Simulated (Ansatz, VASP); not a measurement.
# NaCl: VASP beside Ansatz

The input POSCAR:

```
NaCl
1.0
    0.0000000000      3.0635007771      3.0635007771
    3.0635007771      0.0000000000      3.0635007771
    3.0635007771      3.0635007771      0.0000000000
Na Cl
1 1
Direct
    0.0000000000      0.0000000000      0.0000000000
    0.2500000000      0.2500000000      0.2500000000
```

Contents of INCAR.step1:

```
SYSTEM = NaCl
PREC = Accurate
ENCUT = 520
ISMEAR = 0
SIGMA = 0.01
LREAL = .FALSE.
LASPH = .TRUE.
NELM = 60
NBANDS = 14
GGA = PE
ALGO = Normal
EDIFF = 1E-4
LWAVE = .TRUE.
LCHARG = .FALSE.
```

Contents of INCAR.step2:

```
SYSTEM = NaCl
PREC = Accurate
ENCUT = 520
EDIFF = 1E-6
ISMEAR = 0
SIGMA = 0.01
LREAL = .FALSE.
LASPH = .TRUE.
NELM = 60
ALGO = Normal
ISIF = 2
LWAVE = .FALSE.
LCHARG = .FALSE.
METAGGA = R2SCAN
LMIXTAU = .TRUE.
NBANDS = 14
ISTART = 1
```

The input KPOINTS:

```
regular mesh
0
G
  8 8 8
  0 0 0
```

Input for Ansatz:

```yaml
crystal:
  lattice:
    - [0.0, 3.0635007771, 3.0635007771]
    - [3.0635007771, 0.0, 3.0635007771]
    - [3.0635007771, 3.0635007771, 0.0]
  atoms:
    - { symbol: Na, position: [0.0, 0.0, 0.0] }
    - { symbol: Cl, position: [0.25, 0.25, 0.25] }
kpoints:
  mp_grid: { grid: [8, 8, 8] }
  band_path:
    path:
      - [0.0, 0.0, 0.0]
      - [-0.5, -0.5, 0.0]
      - [-0.375, -0.375, 0.25]
      - [-0.375, 0.0, 0.375]
      - [0.0, 0.0, 0.5]
      - [-0.5, -0.25, 0.25]
    npoints: 1
hamiltonian:
  xc: r2scan
scf:
  occupations: { method: fixed }
  n_extra_bands: 4
output:
  forces: true
  stress: true
  eigenvalues: true
```

Change from the starting cell: hydrostatic strain -0.8%.

Alike in both runs: task single point; functional r2SCAN; k mesh 8 × 8 × 8; no spin polarisation.

|  | VASP | Ansatz |
| --- | --- | --- |
| version | VASP 6.6.1 | Ansatz 0.2.0 |
| potentials or method | VASP PAW PBE potentials, release 64 (Na_pv, Cl) | plane waves, PAW |
| plane-wave cutoff (eV) | 520 | 500 |
| occupations | gaussian, width 0.01 eV | fixed |
| valence electrons in the cell | 14 | 16 |

VASP gave:

* gap on the k mesh at the Fermi level (eV): 5.62
* pressure (GPa): 0.4

Question: Which values does Ansatz return?

Answer: gap on the k mesh at the Fermi level (eV): 5.61; pressure (GPa): 0.5.

VASP's potentials were made for PBE, not for r2SCAN. VASP's potentials hold 14 valence electrons a cell and Ansatz's 16, so a difference there can come from the potentials and not from the codes.
